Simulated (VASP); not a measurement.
# ZrTi2B3 (P-3m1) in VASP: further runs

ZrTi2B3 is run at these levels: PBE; tasks: single point, relaxation of cell and atoms.

All numbers are computed with VASP 6.6.1; they aren't measurements. Logs are shortened: lines on timing, memory, paths and dates and some standing lists are left out, and cuts for length are marked.

### Step 1. The cell of the first run

Symmetry: P-3m1, No. 164, trigonal system. Conventional cell: a = 3.354 Å, b = 3.354 Å, c = 7.777 Å, α = 90.00°, β = 90.00°, γ = 120.00°. Within 3.2 Å of Zr (site symmetry -3m) lie 6 B at 2.42 Å. Within 3.0 Å of Ti (site symmetry 3m) lie 6 B at 2.29 Å. B (site symmetry 3m) has 3 Ti at 2.29 Å and 3 Zr at 2.42 Å within 3.0 Å. B (site symmetry -3m) has 6 Ti at 2.29 Å within 3.0 Å.

### Step 2. Single point, PBE

Input file INCAR:

```
SYSTEM = ZrTi2B3
ALGO     = Normal         ! electronic algorithm
EDIFF    = 1E-7           ! SCF threshold, eV
ENCUT    = 520            ! plane-wave cutoff, eV
GGA      = PE             ! functional
ISIF     = 2              ! what is computed and relaxed
ISMEAR   = 0              ! smearing method
LASPH    = .TRUE.         ! aspherical terms in the spheres
LCHARG   = .FALSE.        ! write CHGCAR
LREAL    = .FALSE.        ! projectors in reciprocal space
LWAVE    = .FALSE.        ! write WAVECAR
NBANDS   = 32             ! bands
NELM     = 100            ! most SCF steps
PREC     = Accurate       ! precision mode
SIGMA    = 0.2            ! smearing width, eV
```

Input file KPOINTS:

```
k-points
0
G
  6 6 2
  0 0 0
```

Input file POSCAR:

```
ZrTi2B3
1.0
    3.3539951786      0.0000000000      0.0000000000
   -1.6769975893      2.9046450288      0.0000000000
    0.0000000000      0.0000000000      7.7774838450
Zr Ti B
1 2 3
Direct
    0.0000000000      0.0000000000      0.0000000000
    0.3333333333      0.6666666667      0.6568293687
    0.6666666667      0.3333333333      0.3431706313
    0.3333333333      0.6666666667      0.1868919929
    0.6666666667      0.3333333333      0.8131080071
    0.0000000000      0.0000000000      0.5000000000
```

Potentials or basis: VASP PAW PBE potentials, release 64 (Zr_sv, Ti_sv, B).

Command:

```
cat potpaw_PBE.64/Zr_sv/POTCAR potpaw_PBE.64/Ti_sv/POTCAR potpaw_PBE.64/B/POTCAR > POTCAR
mpirun -np 1 vasp_std > vasp.out
```

OUTCAR:

```text
SYSTEM = ZrTi2B3
   EDIFF = 1E-7
   ENCUT = 520
   GGA = PE
   ISIF = 2
   ISMEAR = 0
   LASPH = .TRUE.
   LREAL = .FALSE.
   NELM = 100
   PREC = Accurate

 ion  position               nearest neighbor table
   1  0.000  0.000  0.000-   4 2.42   5 2.42   4 2.42   5 2.42   5 2.42   4 2.42   2 3.30   3 3.30
                             2 3.30   3 3.30   2 3.30   3 3.30
   2  0.333  0.667  0.657-   5 2.29   5 2.29   5 2.29   6 2.29   6 2.29   6 2.29   1 3.30   1 3.30
                             1 3.30
   3  0.667  0.333  0.343-   4 2.29   4 2.29   4 2.29   6 2.29   6 2.29   6 2.29   1 3.30   1 3.30
                             1 3.30
   4  0.333  0.667  0.187-   3 2.29   3 2.29   3 2.29   1 2.42   1 2.42   1 2.42
   5  0.667  0.333  0.813-   2 2.29   2 2.29   2 2.29   1 2.42   1 2.42   1 2.42
   6  0.000  0.000  0.500-   2 2.29   3 2.29   2 2.29   3 2.29   3 2.29   2 2.29

  LATTYP: Found a hexagonal cell.
 ALAT       =     3.3539951786
 C/A-ratio  =     2.3188715042

  Lattice vectors:

 A1 = (   3.3539951786,   0.0000000000,   0.0000000000)
 A2 = (  -1.6769975893,   2.9046450288,   0.0000000000)
 A3 = (   0.0000000000,   0.0000000000,   7.7774838450)

Analysis of symmetry for initial positions (statically):
=====================================================================
 Subroutine PRICEL returns:
 Original cell was already a primitive cell.

 Routine SETGRP: Setting up the symmetry group for a
 hexagonal supercell.

 Subroutine GETGRP returns: Found 12 space group operations
 (whereof 12 operations were pure point group operations)
 out of a pool of 24 trial point group operations.

The static configuration has the point symmetry D_3d.

Analysis of symmetry for dynamics (positions and initial velocities):
=====================================================================
 Subroutine PRICEL returns:
 Original cell was already a primitive cell.

 Routine SETGRP: Setting up the symmetry group for a
 hexagonal supercell.

 Subroutine GETGRP returns: Found 12 space group operations
 (whereof 12 operations were pure point group operations)
 out of a pool of 24 trial point group operations.

The dynamic configuration has the point symmetry D_3d.

 Subroutine INISYM returns: Found 12 space group operations
 (whereof 12 operations are pure point group operations),
 and found     1 'primitive' translations

----------------------------------------------------------------------------------------

                                     Primitive cell

  volume of cell :      75.7695

  direct lattice vectors                    reciprocal lattice vectors
     3.353995179  0.000000000  0.000000000     0.298151890  0.172138074  0.000000000
    -1.676997589  2.904645029  0.000000000     0.000000000  0.344276147  0.000000000
     0.000000000  0.000000000  7.777483845     0.000000000  0.000000000  0.128576288

  length of vectors
     3.353995179  3.353995179  7.777483845     0.344276147  0.344276147  0.128576288

  position of ions in fractional coordinates (direct lattice)
     0.000000000  0.000000000  0.000000000
     0.333333333  0.666666667  0.656829369
     0.666666667  0.333333333  0.343170631
     0.333333333  0.666666667  0.186891993
     0.666666667  0.333333333  0.813108007
     0.000000000  0.000000000  0.500000000

  ion indices of the primitive-cell ions
   primitive index   ion index
                 1           1
                 2           2
                 3           3
                 4           4
                 5           5
                 6           6

----------------------------------------------------------------------------------------

 KPOINTS: k-points

Automatic generation of k-mesh.
 Grid dimensions read from file:
 generate k-points for:    6    6    2

 Generating k-lattice:

  Cartesian coordinates                     Fractional coordinates (reciprocal lattice)
     0.049691982  0.028689679  0.000000000     0.166666667  0.000000000  0.000000000
     0.000000000  0.057379358  0.000000000     0.000000000  0.166666667  0.000000000
     0.000000000  0.000000000  0.064288144     0.000000000  0.000000000  0.500000000

  Length of vectors
     0.057379358  0.057379358  0.064288144

  Shift w.r.t. Gamma in fractional coordinates (k-lattice)
     0.000000000  0.000000000  0.000000000

 Subroutine IBZKPT returns following result:
 ===========================================

 Found     14 irreducible k-points:

 Following reciprocal coordinates:
            Coordinates               Weight
  0.000000  0.000000  0.000000      1.000000
  0.166667  0.000000  0.000000      6.000000
  0.333333  0.000000  0.000000      6.000000
  0.500000  0.000000  0.000000      3.000000
  0.166667  0.166667  0.000000      6.000000
  0.333333  0.166667  0.000000     12.000000
  0.333333  0.333333  0.000000      2.000000
  0.000000  0.000000  0.500000      1.000000
  0.166667  0.000000  0.500000      6.000000
  0.333333  0.000000  0.500000      6.000000
  0.500000  0.000000  0.500000      3.000000
  0.166667  0.166667  0.500000      6.000000
  0.333333  0.166667  0.500000     12.000000
  0.333333  0.333333  0.500000      2.000000
   k-points           NKPTS =     14   k-points in BZ     NKDIM =     14   number of bands    NBANDS=     32
   number of dos      NEDOS =    301   number of ions     NIONS =      6
   total plane-waves  NPLWV =  47040
   dimension x,y,z NGX =    28 NGY =   28 NGZ =   60
   dimension x,y,z NGXF=    56 NGYF=   56 NGZF=  120
   ions per type =               1   2   3
   NGX,Y,Z   is equivalent  to a cutoff of  13.88, 13.88, 12.83 a.u.
   NGXF,Y,Z  is equivalent  to a cutoff of  27.76, 27.76, 25.65 a.u.
 SYSTEM =  ZrTi2B3
   PREC   = accura    normal or accurate (medium, high low for compatibility)
   ISTART =      0    job   : 0-new  1-cont  2-samecut
   ICHARG =      2    charge: 1-file 2-atom 10-const
   ISPIN  =      1    spin polarized calculation?
   LNONCOLLINEAR =      F non collinear calculations
   LSORBIT =      F    spin-orbit coupling
   LASPH  =      T    aspherical Exc in radial PAW
   ENCUT  =  520.0 eV  38.22 Ry    6.18 a.u.   6.24  6.24 14.46*2*pi/ulx,y,z
   NELM   =    100;   NELMIN=  2; NELMDL= -5     # of ELM steps
   EDIFF  = 0.1E-06   stopping-criterion for ELM
   LREAL  =      F    real-space projection
   EDIFFG = 0.1E-05   stopping-criterion for IOM
   NSW    =      0    number of steps for IOM
   IBRION =     -1    ionic relax: 0-MD 1-quasi-New 2-CG
   NFREE  =      0    steps in history (QN), initial steepest desc. (CG)
   ISIF   =      2    stress and relaxation
   ISYM   =      2    0-nonsym 1-usesym 2-fastsym
   POTIM  = 0.5000    time-step for ionic-motion
   TEBEG  =    0.0;   TEEND  =   0.0 temperature during run
   PSTRESS=    0.0 pullay stress
   NELECT =      45.0000    total number of electrons
   NUPDOWN=      -1.0000    fix difference up-down
   EMIN   =  10.00;   EMAX   =-10.00  energy-range for DOS
   EFERMI =   0.00;   METHOD = LEGACY
   ISMEAR =     0;   SIGMA  =   0.20  broadening in eV -4-tet -1-fermi 0-gaus
   EFERMI_NEDOS =   21; number of points for ismear=-14 and -15
   IALGO  =     38    algorithm
   IMIX   =      4    mixing-type and parameters
     AMIX     =   0.40;   BMIX     =  1.00
     AMIX_MAG =   1.60;   BMIX_MAG =  1.00
  volume/ion in A,a.u.               =      12.63        85.22
  Fermi-wavevector in a.u.,A,eV,Ry     =   1.376092  2.600437 25.764388  1.893629
  Thomas-Fermi vector in A             =   2.501368
   LORBIT       =      0    0 simple, 1 ext, 2 COOP (PROOUT), +10 PAW based schemes
   GGA     = PE    functional components
   LHFCALC =     F    Hartree Fock is set to
   AEXX    =    0.0000 exact exchange contribution
   IVDW    =     0    specifies the selected vdW correction
   LEPSILON=     F    determine dielectric tensor
   LRPA    =     F    only Hartree local field effects (RPA)
 non-spin polarized calculation
 Gauss-broadening in eV      SIGMA  =   0.20
  energy-cutoff  :      520.00
  volume of cell :       75.77
 maximum number of plane-waves:      2080
 NGX is ok and might be reduce to    28
   NGX = 13   NGY = 13   NGZ = 29

 number of electron      45.0000000 magnetization

 Free energy of the ion-electron system (eV)
  ---------------------------------------------------
  ext. energy  EPLUGINS =         0.00000000
  ---------------------------------------------------
  free energy    TOTEN  =       -46.30545493 eV

  energy without entropy =      -46.26529932  energy(sigma->0) =      -46.28537712

 E-fermi :   7.4147     XC(G=0): -11.7718

 val. band max:        7.4133651305   @ k =   0.1667   0.1667   0.0000
 cond. band min:       7.4996941535   @ k =   0.3333   0.3333   0.0000
 fundamental gap:      0.0863290230
 Fermi energy:         7.4147001220

 k-point     1 :       0.0000    0.0000    0.0000
  band No.  band energies     occupation
      1     -48.5434      2.00000
      2     -48.5154      2.00000
      3     -40.0012      2.00000
      4     -24.8911      2.00000
      5     -24.7367      2.00000
      6     -24.7367      2.00000
[... 24 lines left out ...]
     31      11.2619      0.00000
     32      11.2619      0.00000

 k-point     2 :       0.1667    0.0000    0.0000
  band No.  band energies     occupation
      1     -48.5380      2.00000
      2     -48.5133      2.00000
      3     -39.9865      2.00000
      4     -24.8810      2.00000
      5     -24.7877      2.00000
      6     -24.7502      2.00000
[... 24 lines left out ...]
     31      11.8241      0.00000
     32      12.1519      0.00000

 k-point     3 :       0.3333    0.0000    0.0000
  band No.  band energies     occupation
      1     -48.5262      2.00000
      2     -48.5099      2.00000
      3     -39.9569      2.00000
      4     -24.8814      2.00000
      5     -24.8650      2.00000
      6     -24.7826      2.00000
[... 24 lines left out ...]
     31      11.6718      0.00000
     32      11.8763      0.00000

 k-point     4 :       0.5000    0.0000    0.0000
  band No.  band energies     occupation
      1     -48.5190      2.00000
      2     -48.5096      2.00000
      3     -39.9420      2.00000
      4     -24.9118      2.00000
      5     -24.8911      2.00000
      6     -24.7868      2.00000
[... 24 lines left out ...]
     31      11.2834      0.00000
     32      11.4460      0.00000

 k-point     5 :       0.1667    0.1667    0.0000
  band No.  band energies     occupation
      1     -48.5293      2.00000
      2     -48.5106      2.00000
      3     -39.9643      2.00000
      4     -24.8736      2.00000
      5     -24.8363      2.00000
      6     -24.7972      2.00000
[... 234 lines left out ...]
     31      11.9499      0.00000
     32      12.5952      0.00000

 k-point    12 :       0.1667    0.1667    0.5000
  band No.  band energies     occupation
      1     -48.5293      2.00000
      2     -48.5106      2.00000
      3     -39.9643      2.00000
      4     -24.8737      2.00000
      5     -24.8355      2.00000
      6     -24.7981      2.00000
[... 24 lines left out ...]
     31      12.0106      0.00000
     32      12.1246      0.00000

 k-point    13 :       0.3333    0.1667    0.5000
  band No.  band energies     occupation
      1     -48.5190      2.00000
      2     -48.5096      2.00000
      3     -39.9420      2.00000
      4     -24.8925      2.00000
      5     -24.8755      2.00000
      6     -24.8146      2.00000
[... 24 lines left out ...]
     31      11.9239      0.00000
     32      12.3922      0.00000

 k-point    14 :       0.3333    0.3333    0.5000
  band No.  band energies     occupation
      1     -48.5124      2.00000
      2     -48.5124      2.00000
      3     -39.9346      2.00000
      4     -24.8662      2.00000
      5     -24.8662      2.00000
      6     -24.8640      2.00000
[... 24 lines left out ...]
     31      11.9973      0.00000
     32      12.4542      0.00000

------------------------ aborting loop because EDIFF is reached ----------------------------------------

  FORCE on cell =-STRESS in cart. coord.  units (eV):
  Direction    XX          YY          ZZ          XY          YZ          ZX
  --------------------------------------------------------------------------------------
  -------------------------------------------------------------------------------------
  Total        0.1465895      0.1465895      0.1224587     -0.0000000      0.0000000      0.0000000
  in kB        3.0996942      3.0996942      2.5894384     -0.0000000      0.0000000      0.0000000
  external PRESSURE =       2.9296089 kB  Pullay stress =       0.0000000 kB

 VOLUME and BASIS-vectors are now :
 -----------------------------------------------------------------------------
  energy-cutoff  :      520.00
  volume of cell :       75.77
      direct lattice vectors                 reciprocal lattice vectors
     3.353995179  0.000000000  0.000000000     0.298151890  0.172138074  0.000000000
    -1.676997589  2.904645029  0.000000000     0.000000000  0.344276147  0.000000000
     0.000000000  0.000000000  7.777483845     0.000000000  0.000000000  0.128576288

 POSITION                                       TOTAL-FORCE (eV/Angst)
 -----------------------------------------------------------------------------------
      0.00000      0.00000      0.00000        -0.000000      0.000000      0.000000
     -0.00000      1.93643      5.10848        -0.000000     -0.000000      0.028079
      1.67700      0.96822      2.66900         0.000000      0.000000     -0.028079
     -0.00000      1.93643      1.45355        -0.000000      0.000000      0.006682
      1.67700      0.96822      6.32393         0.000000      0.000000     -0.006682
      0.00000      0.00000      3.88874        -0.000000      0.000000      0.000000
 -----------------------------------------------------------------------------------
    total drift:                               -0.000000     -0.000000     -0.000000

  FREE ENERGIE OF THE ION-ELECTRON SYSTEM (eV)
  ---------------------------------------------------
  free  energy   TOTEN  =       -46.3054549288 eV

  energy  without entropy=      -46.2652993152  energy(sigma->0) =      -46.28537712
```

Run time: 43 s. Hardware: 1 thread of Intel Xeon Platinum 8375C at 2.90GHz (Ice Lake), shared host; peak memory 0.21 GiB.

What came out:

* Free energy: -46.3055 eV
* Pressure: 0.3 GPa
* Largest force: 0.028 eV/Å

Forces on the atoms (eV/Å):
```
Zr   0.000  0.000  0.000
Ti   0.000  0.000  0.028
Ti   0.000  0.000 -0.028
B    0.000  0.000  0.007
B    0.000  0.000 -0.007
B    0.000  0.000  0.000
```

Caveat: the k points lie up to 0.40 Å⁻¹ apart.

### Step 3. Relaxation of cell and atoms, PBE

This run uses another cell than the first one, of 11.71 Å³/atom, 0.927 times its volume.

Input file INCAR:

```
SYSTEM = ZrTi2B3
  ALGO = Normal
  EDIFF = 1E-7
  EDIFFG = -0.08
  ENCUT = 600
  GGA = PE
  IBRION = 2
  ISIF = 3
  ISMEAR = 0
  LASPH = .True.
  LCHARG = .False.
  LREAL = .False.
  LWAVE = .False.
  NELM = 80
  NSW = 36
  PREC = Accurate
  SIGMA = 0.2
```

Input file KPOINTS:

```
k-points
0
Gamma
  6 6 2
  0 0 0
```

Input file POSCAR:

```
ZrTi2B3
1.0
    3.2209613200      0.0000000000      0.0000000000
   -1.6104806600      2.7894343200      0.0000000000
    0.0000000000      0.0000000000      7.8212856200
Zr Ti B
1 2 3
Direct
    0.0000000000      0.0000000000      0.0000000000
    0.3333333300      0.6666666700      0.6735060200
    0.6666666700      0.3333333300      0.3264939800
    0.3333333300      0.6666666700      0.1539180000
    0.6666666700      0.3333333300      0.8460820000
    0.0000000000      0.0000000000      0.5000000000
```

Potentials or basis: VASP PAW PBE potentials, release 64 (Zr_sv, Ti_sv, B).

Command:

```
cat potpaw_PBE.64/Zr_sv/POTCAR potpaw_PBE.64/Ti_sv/POTCAR potpaw_PBE.64/B/POTCAR > POTCAR
mpirun -np 1 vasp_std > vasp.out
```

Run time: 4.6 min. Hardware: 1 thread of Intel Xeon Platinum 8375C at 2.90GHz (Ice Lake), shared host; peak memory 0.24 GiB.

Results (log left out):

| Quantity | Value |
| --- | --- |
| Free energy | -46.3039 eV |
| Relaxed volume | 12.69 Å³/atom |
| Relaxed cell | a = 3.356 Å, b = 3.356 Å, c = 7.807 Å, α = 90.00°, β = 90.00°, γ = 120.00° |
| Space group after relaxing (to 0.05 Å) | P-3m1 (No. 164) |
| Energy gained by relaxing | 188.7 meV/atom |
| Ionic steps | 8 |
| Pressure after relaxing | -0.5 GPa |
| Largest force after relaxing | 0.066 eV/Å |

Forces in eV/Å, atoms in the order of the input:
```
Zr   0.000  0.000  0.000
Ti   0.000  0.000 -0.050
Ti   0.000  0.000  0.050
B    0.000  0.000 -0.066
B    0.000  0.000  0.066
B    0.000  0.000  0.000
```

Stress tensor (GPa, compression positive):
```
-0.40  0.00  0.00
 0.00 -0.40  0.00
 0.00  0.00 -0.85
```

Step by step:
```tsv
step	energy change (eV)	largest force (eV/Å)	pressure (GPa)	volume (Å³)
1	0.0000	2.6595	19.29	70.27
2	-0.4772	0.7792	-14.79	85.60
3	-0.7410	1.4001	-4.82	79.38
4	-1.0026	0.7481	-2.63	77.63
5	-1.1212	0.3231	1.45	75.27
6	-1.1228	0.3500	0.96	75.51
7	-1.1316	0.0601	-0.81	76.26
8	-1.1319	0.0657	-0.55	76.15
```

Final structure:
```
CELL_PARAMETERS angstrom
3.35597 0.00000 0.00000
-1.67799 2.90636 0.00000
0.00000 0.00000 7.80682
ATOMIC_POSITIONS crystal
Zr 0.00000 0.00000 0.00000
Ti 0.33333 0.66667 0.65738
Ti 0.66667 0.33333 0.34262
B 0.33333 0.66667 0.18747
B 0.66667 0.33333 0.81253
B 0.00000 0.00000 0.50000
```

Levels at points of the mesh, in eV from the Fermi level:
```csv
k point,band 20,band 21,band 22,band 23,band 24,band 25,band 26,band 27
"(0.00, 0.00, 0.00)",-0.71,-0.71,1.22,1.22,1.73,2.42,2.42,2.74
"(0.50, 0.00, 0.00)",-0.80,-0.78,-0.76,-0.60,1.67,2.28,2.99,3.06
"(0.00, 0.00, 0.50)",0.40,0.49,0.58,0.78,0.78,1.59,1.59,2.19
"(0.50, 0.00, 0.50)",-1.22,-0.92,-0.72,0.36,0.48,2.26,2.58,2.97
```

Caveat: the k points lie up to 0.40 Å⁻¹ apart in the final cell; the relaxation stopped at a loose force limit of 0.08 eV/Å, so its end isn't a converged minimum.

(Part 1 of 2 ends here.)
